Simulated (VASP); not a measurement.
# RuS2 in VASP: settings compared

Aim: see how the results for RuS2 move with the level of theory and the settings. Levels: PBE, LDA. Tasks: single point.

Everything below comes from runs of VASP 6.6.1. Logs are shortened: lines on timing, memory, paths and dates and some standing lists are left out, and cuts for length are marked.

## Step 1: The cell of the first run

The typed cell holds 3 atoms: a = 3.437 Å, b = 3.407 Å, c = 5.159 Å, α = 90.00°, β = 90.00°, γ = 119.14°.

## Step 2: Single point, PBE, collinear spin, ferromagnetic start

File INCAR:

```
SYSTEM = RuS2
  ALGO = Normal
  EDIFF = 1E-6
  ENCUT = 500
  GGA = PE
  GGA_COMPAT = .FALSE.
  ISIF = 2
  ISMEAR = 0
  ISPIN = 2
  KPAR = 4
  LASPH = .TRUE.
  LCHARG = .FALSE.
  LMAXMIX = 4
  LORBIT = 11
  LREAL = .FALSE.
  LWAVE = .FALSE.
  MAGMOM = 0.58 0 0
  NBANDS = 24
  NELM = 200
  PREC = Accurate
  SIGMA = 0.05
```

File KPOINTS:

```
k-points
0
G
  12 12 8
  0 0 0
```

File POSCAR:

```
RuS2
1.0
    3.4363295606      0.0343632956      0.0000000000
   -1.6884052934      2.9587670475      0.0000000000
    0.0000000000      0.0000000000      5.1593450393
Ru S
1 2
Direct
    0.0000000000      0.0000000000      0.0000000000
    0.3333333333      0.6666666667      0.2537758778
    0.6666666667      0.3333333333      0.7462241222
```

Potentials or basis: VASP PAW PBE potentials, release 64 (Ru_pv, S).

The run is started by

```console
> cat potpaw_PBE.64/Ru_pv/POTCAR potpaw_PBE.64/S/POTCAR > POTCAR
> mpirun -np 4 vasp_std > vasp.out
```

OUTCAR:

```text
SYSTEM = RuS2
   EDIFF = 1E-6
   ENCUT = 500
   GGA = PE
   ISIF = 2
   ISMEAR = 0
   ISPIN = 2
   LASPH = .TRUE.
   LORBIT = 11
   LREAL = .FALSE.
   NELM = 200
   PREC = Accurate

 ion  position               nearest neighbor table
   1  0.000  0.000  0.000-   2 2.36   3 2.36   2 2.38   3 2.38   3 2.39   2 2.39
   2  0.333  0.667  0.254-   1 2.36   1 2.38   1 2.39
   3  0.667  0.333  0.746-   1 2.36   1 2.38   1 2.39

  Warning from LATTYP: Monoclinic adjustment (A1->A3, A2->A1, A3->A2)!
  LATTYP: Found a simple monoclinic cell.
 ALAT       =     3.4066134028
 B/A-ratio  =     1.5145085248
 C/A-ratio  =     1.0087735139
 COS(beta)  =    -0.4869160342

  Lattice vectors:

 A1 = (  -1.6884052934,   2.9587670475,   0.0000000000)
 A2 = (   0.0000000000,   0.0000000000,   5.1593450393)
 A3 = (   3.4363295606,   0.0343632956,   0.0000000000)

Analysis of symmetry for initial positions (statically):
=====================================================================
 Subroutine PRICEL returns:
 Original cell was already a primitive cell.

 Routine SETGRP: Setting up the symmetry group for a
 simple monoclinic supercell.

 Subroutine GETGRP returns: Found  2 space group operations
 (whereof  2 operations were pure point group operations)
 out of a pool of  4 trial point group operations.

The static configuration has the point symmetry S_2 .

Analysis of symmetry for dynamics (positions and initial velocities):
=====================================================================
 Subroutine PRICEL returns:
 Original cell was already a primitive cell.

 Routine SETGRP: Setting up the symmetry group for a
 simple monoclinic supercell.

 Subroutine GETGRP returns: Found  2 space group operations
 (whereof  2 operations were pure point group operations)
 out of a pool of  4 trial point group operations.

The dynamic configuration has the point symmetry S_2 .

Analysis of structural, dynamic, and magnetic symmetry:
=====================================================================
 Subroutine PRICEL returns:
 Original cell was already a primitive cell.

 Routine SETGRP: Setting up the symmetry group for a
 simple monoclinic supercell.

 Subroutine GETGRP returns: Found  2 space group operations
 (whereof  2 operations were pure point group operations)
 out of a pool of  4 trial point group operations.

The overall configuration has the point symmetry S_2 .

 Subroutine INISYM returns: Found  2 space group operations
 (whereof  2 operations are pure point group operations),
[... 122 lines left out ...]
   LORBIT       =     11    0 simple, 1 ext, 2 COOP (PROOUT), +10 PAW based schemes
   GGA     = PE    functional components
   LHFCALC =     F    Hartree Fock is set to
   AEXX    =    0.0000 exact exchange contribution
   IVDW    =     0    specifies the selected vdW correction
   LEPSILON=     F    determine dielectric tensor
   LRPA    =     F    only Hartree local field effects (RPA)
 spin polarized calculation
 Gauss-broadening in eV      SIGMA  =   0.05
  energy-cutoff  :      500.00
  volume of cell :       52.76
 maximum number of plane-waves:      1360
 NGX is ok and might be reduce to    28

 number of electron      25.9999999 magnetization       0.8319203

 Free energy of the ion-electron system (eV)
  ---------------------------------------------------
  ext. energy  EPLUGINS =         0.00000000
  ---------------------------------------------------
  free energy    TOTEN  =       -18.00014573 eV

  energy without entropy =      -17.99633581  energy(sigma->0) =      -17.99824077

 E-fermi :   6.7624     XC(G=0): -10.9024

 val. band max:        6.7623187969   @ k =   0.5000   0.0000   0.5000
 cond. band min:       6.7625043962   @ k =  -0.0833   0.1667   0.2500
 fundamental gap:      0.0001855993
 Fermi energy:         6.7624364673

 spin component 1

 k-point     1 :       0.0000    0.0000    0.0000
  band No.  band energies     occupation
      1     -36.2627      1.00000
      2     -36.2204      1.00000
      3     -36.1715      1.00000
      4      -7.8465      1.00000
      5      -5.4123      1.00000
      6       0.3512      1.00000
[... 637 lines left out ...]
     23      18.2187      0.00000
     24      19.4547      0.00000

 [... further k-points ...]

 spin component 2

 k-point     1 :       0.0000    0.0000    0.0000
  band No.  band energies     occupation
      1     -35.8159      1.00000
      2     -35.7467      1.00000
      3     -35.7298      1.00000
      4      -7.7450      1.00000
      5      -5.3084      1.00000
      6       0.5031      1.00000
[... 637 lines left out ...]
     23      18.3232      0.00000
     24      19.5483      0.00000

 [... further k-points ...]

------------------------ aborting loop because EDIFF is reached ----------------------------------------

  FORCE on cell =-STRESS in cart. coord.  units (eV):
  Direction    XX          YY          ZZ          XY          YZ          ZX
  --------------------------------------------------------------------------------------
  -------------------------------------------------------------------------------------
  Total       -0.0508096     -0.1009330     -0.0179618     -0.2585399     -0.0016853      0.4040536
  in kB       -1.5430688     -3.0652972     -0.5454936     -7.8517562     -0.0511805     12.2709497
  external PRESSURE =      -1.7179532 kB  Pullay stress =       0.0000000 kB

 VOLUME and BASIS-vectors are now :
 -----------------------------------------------------------------------------
  energy-cutoff  :      500.00
  volume of cell :       52.76
      direct lattice vectors                 reciprocal lattice vectors
     3.436329561  0.034363296  0.000000000     0.289356976  0.165120079  0.000000000
    -1.688405293  2.958767047  0.000000000    -0.003360609  0.336060904  0.000000000
     0.000000000  0.000000000  5.159345039     0.000000000  0.000000000  0.193823052

 POSITION                                       TOTAL-FORCE (eV/Angst)
 -----------------------------------------------------------------------------------
      0.00000      0.00000      0.00000        -0.000000      0.000000      0.000000
      0.01984      1.98397      1.30932         0.145546      0.000404     -0.012080
      1.72808      1.00916      3.85003        -0.145546     -0.000404      0.012080
 -----------------------------------------------------------------------------------
    total drift:                               -0.000000     -0.000000     -0.000000

  FREE ENERGIE OF THE ION-ELECTRON SYSTEM (eV)
  ---------------------------------------------------
  free  energy   TOTEN  =       -18.0001457278 eV

  energy  without entropy=      -17.9963358077  energy(sigma->0) =      -17.99824077

 total charge

# of ion       s       p       d       tot
------------------------------------------
    1        0.339   6.279   5.975  12.593
    2        1.362   2.281   0.000   3.644
    3        1.362   2.281   0.000   3.644
--------------------------------------------------
tot          3.064  10.841   5.975  19.880

 magnetization (x)

# of ion       s       p       d       tot
------------------------------------------
    1        0.011   0.015   0.581   0.607
    2        0.003   0.063   0.000   0.065
    3        0.003   0.063   0.000   0.065
--------------------------------------------------
tot          0.016   0.140   0.581   0.738
```

stdout:

```text
POSCAR found type information on POSCAR RuS
 POSCAR found :  2 types and       3 ions
 scaLAPACK will be used
 LDA part: xc-table for (Slater+PW92), standard interpolation
 POSCAR, INCAR and KPOINTS ok, starting setup
 FFT: planning ... GRIDC
 FFT: planning ... GRID_SOFT
 FFT: planning ... GRID
 WAVECAR not read
 entering main loop
```

It took 2.8 min on 4 MPI ranks of Intel Xeon 6975P-C (Granite Rapids), shared host; peak memory 0.96 GiB.

What came out:

```
Free energy                                           : -18.0001 eV
Pressure                                              : -0.2 GPa
Largest force                                         : 0.146 eV/Å
Net moment                                            : 0.83 μB per cell
Site moments                                          : Ru +0.61; S +0.07 μB
Valence electrons inside the program's atomic spheres : Ru 12.59; S 3.64
```

Forces in eV/Å, atoms in the order of the input:
```
Ru   0.000  0.000  0.000
S    0.146  0.000 -0.012
S   -0.146  0.000  0.012
```

Caveat: an empty level that is flat over the whole mesh can mark a ghost state of the potentials, or a narrow d or f band.

## Step 3: Single point, PBE, collinear spin, antiferromagnetic start

This run uses another cell than the first one: it holds 6 atoms, not 3.

File INCAR:

```
  PREC = Accurate
  ENCUT = 500
  EDIFF = 1E-6
  ISMEAR = 0
  SIGMA = 0.05
  LREAL = False
  LASPH = True
  NELM = 200
  ALGO = Normal
  ISIF = 2
  LWAVE = False
  LCHARG = False
  ISPIN = 2
  MAGMOM = 2 -2 0 0 0 0
  LORBIT = 11
  LMAXMIX = 4
  GGA = PE
  NBANDS = 39
  GGA_COMPAT = False
  KPAR = 4
```

File KPOINTS:

```
regular mesh
0
Gamma
  12 6 8
```

File POSCAR:

```
RuS2
1.0
    3.4363295606      0.0000000000      0.0000000000
   -3.4363295606      5.9518973906      0.0000000000
    0.0000000000      0.0000000000      5.1593450393
Ru S
2 4
Direct
    0.0000000000      0.0000000000      1.0000000000
    0.0000000000      0.5000000000      1.0000000000
    0.3333333333      0.3333333333      0.2537758778
    0.6666666667      0.1666666667      0.7462241222
    0.3333333333      0.8333333333      0.2537758778
    0.6666666667      0.6666666667      0.7462241222
```

Potentials or basis: VASP PAW PBE potentials, release 64 (Ru_pv, S).

The run is started by

```console
> cat potpaw_PBE.64/Ru_pv/POTCAR potpaw_PBE.64/S/POTCAR > POTCAR
> mpirun -np 4 vasp_std > vasp.out
```

Run time: 5.8 min. Hardware: 4 MPI ranks of Intel Xeon Platinum 8488C (Sapphire Rapids), shared host; peak memory 0.94 GiB.

Results (log left out):

| Property | Result |
| --- | --- |
| Free energy | -35.9837 eV |
| Pressure | -0.8 GPa |
| Largest force | 0.104 eV/Å |
| Band gap on the k mesh | zero (filled and empty bands overlap) |
| Net moment | 0.00 μB per cell |
| Valence electrons inside the program's atomic spheres | Ru 12.60; S 3.64 |

Forces in eV/Å, atoms in the order of the input:
```
Ru   0.000  0.000  0.000
Ru   0.000  0.000  0.000
S    0.000  0.000 -0.104
S    0.000  0.000  0.104
S    0.000  0.000 -0.104
S    0.000  0.000  0.104
```

Stress tensor (GPa, compression positive):
```
-0.55  0.00  0.00
 0.00 -0.55  0.00
 0.00  0.00 -1.27
```

Levels at points of the mesh, in eV from the Fermi level:
Spin up:
```tsv
k point	band 22	band 23	band 24	band 25	band 26	band 27	band 28	band 29	band 30	band 31
(0.00, 0.00, 0.00)	-1.22	-0.65	-0.49	-0.37	-0.37	-0.08	0.32	2.89	2.89	2.90
(0.50, 0.00, 0.00)	-2.33	-1.22	-1.22	-0.65	-0.65	-0.08	-0.08	2.90	2.90	3.57
(0.00, 0.50, 0.00)	-1.53	-0.69	-0.69	-0.06	-0.06	0.19	0.19	2.87	2.87	3.01
(0.50, 0.50, 0.00)	-2.23	-0.74	-0.74	-0.45	-0.45	0.72	0.72	1.92	1.92	2.91
(0.00, 0.00, 0.50)	-1.63	-1.10	-0.70	-0.70	-0.66	-0.18	0.44	2.59	3.56	3.56
(0.50, 0.00, 0.50)	-1.63	-1.10	-1.10	-0.66	-0.66	-0.18	-0.18	2.59	2.59	3.76
(0.00, 0.50, 0.50)	-1.49	-1.05	-1.05	0.14	0.14	0.74	0.74	2.19	2.19	2.68
(0.50, 0.50, 0.50)	-2.23	-0.75	-0.74	-0.40	-0.40	-0.10	-0.10	2.68	2.68	3.22
```
Spin down:
```tsv
k point	band 24	band 25	band 26	band 27	band 28	band 29
(0.00, 0.00, 0.00)	-0.49	-0.37	-0.37	-0.08	0.32	2.89
(0.50, 0.00, 0.00)	-1.22	-0.65	-0.65	-0.08	-0.08	2.90
(0.00, 0.50, 0.00)	-0.69	-0.06	-0.06	0.19	0.19	2.87
(0.50, 0.50, 0.00)	-0.74	-0.45	-0.45	0.72	0.72	1.92
(0.00, 0.00, 0.50)	-0.70	-0.70	-0.66	-0.18	0.44	2.59
(0.50, 0.00, 0.50)	-1.10	-0.66	-0.66	-0.18	-0.18	2.59
(0.00, 0.50, 0.50)	-1.05	0.14	0.14	0.74	0.74	2.19
(0.50, 0.50, 0.50)	-0.74	-0.40	-0.40	-0.10	-0.10	2.68
```

## Step 4: Single point, LDA, collinear spin, ferromagnetic start

File INCAR:

```
PREC = Accurate
ENCUT = 520
EDIFF = 1E-6
ISMEAR = 0
SIGMA = 0.05
LREAL = False
LASPH = True
NELM = 150
ALGO = Normal
ISIF = 2
LWAVE = False
LCHARG = False
ISPIN = 2
MAGMOM = 0.58 0 0
LORBIT = 11
LMAXMIX = 4
NBANDS = 24
```

File KPOINTS:

```
Automatic mesh
0
Gamma
  12 12 8
```

File POSCAR:

```
RuS2
1.0
    3.4363295606      0.0000000000      0.0000000000
   -1.7181647803      2.9759486953      0.0000000000
    0.0000000000      0.0000000000      5.1593450393
Ru S
1 2
Direct
    0.0000000000      0.0000000000      0.0000000000
    0.3333333333      0.6666666667      0.2537758778
    0.6666666667      0.3333333333      0.7462241222
```

Potentials or basis: VASP PAW LDA potentials, release 64 (Ru_pv, S).

The run is started by

```console
> cat potpaw_LDA.64/Ru_pv/POTCAR potpaw_LDA.64/S/POTCAR > POTCAR
> mpirun -np 1 vasp_std > vasp.out
```

Run time: 2 min. Hardware: 1 thread of Intel Xeon 6975P-C (Granite Rapids), shared host; peak memory 0.33 GiB.

It converged, with:

| Property | Result |
| --- | --- |
| Free energy | -20.7788 eV |
| Pressure | -8.6 GPa |
| Largest force | 0.464 eV/Å |
| Net moment | 0.33 μB per cell |
| Site moments | Ru +0.23; S +0.03 μB |
| Valence electrons inside the program's atomic spheres | Ru 12.62; S 3.62 |

Forces in eV/Å, atoms in the order of the input:
```
Ru   0.000  0.000  0.000
S    0.000  0.000 -0.464
S    0.000  0.000  0.464
```

Stress tensor (GPa, compression positive):
```
-8.50  0.00  0.00
 0.00 -8.50  0.00
 0.00  0.00 -8.94
```

Levels at points of the mesh, in eV from the Fermi level:
Spin up:
```tsv
k point	band 11	band 12	band 13	band 14	band 15	band 16
(0.00, 0.00, 0.00)	-0.56	-0.37	-0.37	0.33	2.84	2.84
(0.50, 0.00, 0.00)	-2.35	-1.28	-0.74	-0.16	2.79	3.53
(0.00, 0.00, 0.50)	-1.80	-0.71	-0.71	0.41	3.51	3.51
(0.50, 0.00, 0.50)	-1.71	-1.09	-0.75	-0.26	2.52	3.68
```
Spin down:
| k point | band 11 | band 12 | band 13 | band 14 | band 15 | band 16 |
| --- | --- | --- | --- | --- | --- | --- |
| (0.00, 0.00, 0.00) | -0.43 | -0.33 | -0.33 | 0.36 | 2.91 | 2.91 |
| (0.50, 0.00, 0.00) | -2.30 | -1.17 | -0.57 | -0.01 | 2.87 | 3.60 |
| (0.00, 0.00, 0.50) | -1.66 | -0.66 | -0.66 | 0.51 | 3.59 | 3.59 |
| (0.50, 0.00, 0.50) | -1.60 | -1.06 | -0.58 | -0.11 | 2.60 | 3.76 |

Caveat: the cell stands under tension; a moment this small can come from the mesh or the smearing; an empty level that is flat over the whole mesh can mark a ghost state of the potentials, or a narrow d or f band.

## Step 5: Single point, PBE, collinear spin, ferromagnetic start (17.94 Å³/atom)

This run uses another cell than the first one, of 17.94 Å³/atom.

File INCAR:

```
SYSTEM = RuS2
PREC = Accurate
ENCUT = 520
EDIFF = 1E-6
ISMEAR = 0
SIGMA = 0.05
LREAL = .False.
LASPH = .True.
NELM = 150
ALGO = Normal
ISIF = 2
LWAVE = .False.
LCHARG = .False.
ISPIN = 2
MAGMOM = 0.58 0 0
LORBIT = 11
LMAXMIX = 4
GGA = PE
NBANDS = 24
```

File KPOINTS:

```
regular mesh
0
Gamma
  12 12 8
  0 0 0
```

File POSCAR:

```
RuS2
1.0
    3.4431900570      0.0000000000      0.0000000000
   -1.7215950285      2.9818900594      0.0000000000
    0.0000000000      0.0000000000      5.2415818255
Ru S
1 2
Direct
    0.0000000000      0.0000000000      0.0000000000
    0.3333333333      0.6666666667      0.2495299255
    0.6666666667      0.3333333333      0.7504700745
```

Potentials or basis: VASP PAW PBE potentials, release 64 (Ru_pv, S).

The run is started by

```console
> cat potpaw_PBE.64/Ru_pv/POTCAR potpaw_PBE.64/S/POTCAR > POTCAR
> mpirun -np 1 vasp_std > vasp.out
```

Wall time 2.1 min (1 thread of Intel Xeon 6975P-C (Granite Rapids), shared host); peak memory 0.37 GiB.

The run converged. Its results:

| Property | Result |
| --- | --- |
| Free energy | -18.0010 eV |
| Pressure | -0.7 GPa |
| Largest force | 0.010 eV/Å |
| Net moment | 0.89 μB per cell |
| Site moments | Ru +0.64; S +0.07 μB |
| Valence electrons inside the program's atomic spheres | Ru 12.58; S 3.64 |

Forces in eV/Å, atoms in the order of the input:
```
Ru   0.000  0.000  0.000
S    0.000  0.000 -0.010
S    0.000  0.000  0.010
```

Stress tensor (GPa, compression positive):
```
-0.77  0.00  0.00
 0.00 -0.77  0.00
 0.00  0.00 -0.67
```

Levels at points of the mesh, in eV from the Fermi level:
Spin up:
```tsv
k point	band 10	band 11	band 12	band 13	band 14	band 15	band 16	band 17
(0.00, 0.00, 0.00)	-1.97	-0.70	-0.44	-0.44	0.17	2.82	2.82	5.54
(0.50, 0.00, 0.00)	-3.09	-2.33	-1.41	-1.02	-0.41	2.78	3.38	6.96
(0.00, 0.00, 0.50)	-1.99	-1.99	-0.72	-0.72	0.24	3.38	3.38	6.38
(0.50, 0.00, 0.50)	-1.84	-1.83	-1.21	-1.03	-0.52	2.53	3.57	5.71
```
Spin down:
| k point | band 11 | band 12 | band 13 | band 14 | band 15 | band 16 |
| --- | --- | --- | --- | --- | --- | --- |
| (0.00, 0.00, 0.00) | -0.31 | -0.30 | -0.30 | 0.24 | 3.05 | 3.05 |
| (0.50, 0.00, 0.00) | -2.20 | -1.07 | -0.43 | 0.11 | 3.00 | 3.60 |
| (0.00, 0.00, 0.50) | -1.51 | -0.58 | -0.58 | 0.55 | 3.61 | 3.61 |
| (0.50, 0.00, 0.50) | -1.45 | -1.12 | -0.44 | 0.02 | 2.75 | 3.78 |

Caveat: an empty level that is flat over the whole mesh can mark a ghost state of the potentials, or a narrow d or f band.

## Step 6: Summary

```csv
level,potentials or basis,spin,cell,k mesh,cutoff (eV),gap on the mesh (eV),pressure (GPa),moment (μB),largest force (eV/Å)
PBE,"VASP PAW PBE potentials, release 64 (Ru_pv, S)","collinear, ferromagnetic start","a = 3.437, b = 3.407, c = 5.159 Å, angles 90.0, 90.0, 119.1°, 3 atoms, atomic positions A",12 × 12 × 8,500,none,-0.2,0.83,0.15
PBE,"VASP PAW PBE potentials, release 64 (Ru_pv, S)","collinear, antiferromagnetic start","a = 3.436, b = 6.873, c = 5.159 Å, angles 90.0, 90.0, 120.0°, 6 atoms, atomic positions B",12 × 6 × 8,500,none,-0.8,0.00,0.10
LDA,"VASP PAW LDA potentials, release 64 (Ru_pv, S)","collinear, ferromagnetic start","a = 3.436, b = 3.436, c = 5.159 Å, angles 90.0, 90.0, 120.0°, 3 atoms, atomic positions A",12 × 12 × 8,520,none,-8.6,0.33,0.46
PBE,"VASP PAW PBE potentials, release 64 (Ru_pv, S)","collinear, ferromagnetic start","a = 3.443, b = 3.443, c = 5.242 Å, angles 90.0, 90.0, 120.0°, 3 atoms, atomic positions C",12 × 12 × 8,520,none,-0.7,0.89,0.01
```

Alike in all rows: task single point; smearing gaussian 0.05 eV.

Caveats: an empty level that is flat over the whole mesh can mark a ghost state of the potentials, or a narrow d or f band (at least some runs); the cell stands under tension (at least some runs); a moment this small can come from the mesh or the smearing (at least some runs).

Absolute energies hang on the potentials; compare differences alone.
